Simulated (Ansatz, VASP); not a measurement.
# Two plane-wave programs on GaB2As3

```xyz
12
Lattice="5.3971 -3.1208 0.0000 5.3971 3.1208 0.0000 0.0000 0.0000 5.9195" Properties=species:S:1:pos:R:3 pbc="T T T"
Ga    5.3971   -2.0637    2.9612
Ga    5.3971    2.0637    5.9210
B     3.5352    0.9716    2.9502
B     7.2590    0.9716    2.9502
B     3.5352   -0.9716    5.9100
B     7.2590   -0.9716    5.9100
As    3.3797    0.9529    5.0806
As    5.3971   -1.7856    5.3773
As    7.4145    0.9529    5.0806
As    3.3797   -0.9529    2.1208
As    5.3971    1.7856    2.4176
As    7.4145   -0.9529    2.1208
```

Alike in both runs: functional PBE; k mesh 3 × 3 × 4; occupations gaussian, width 0.1 eV; no spin polarisation.

Ansatz relaxed the structure, and its values are those at the end. VASP's run is a single point on that final structure, the one shown.

|  | VASP | Ansatz |
| --- | --- | --- |
| version | VASP 6.6.1 | Ansatz 0.2.0 |
| potentials or method | VASP PAW PBE potentials, release 64 (Ga_d, B, As), cutoff 520 eV | scalar-relativistic, plane waves, PAW |
| valence electrons in the cell | 68 | 128 |

Ansatz gave:

- gap on the k mesh at the Fermi level (eV): 1.06
- least direct gap on the mesh (eV): 1.18
- pressure (GPa): -0.1
- rms of the force components (eV/Å): 0.003

Question: What did VASP give for the same quantities?

Answer: gap on the k mesh at the Fermi level (eV): 1.05; least direct gap on the mesh (eV): 1.18; pressure (GPa): 0.3; rms of the force components (eV/Å): 0.005.

VASP's potentials hold 68 valence electrons a cell and Ansatz's 128, so a difference there can come from the potentials and not from the codes.
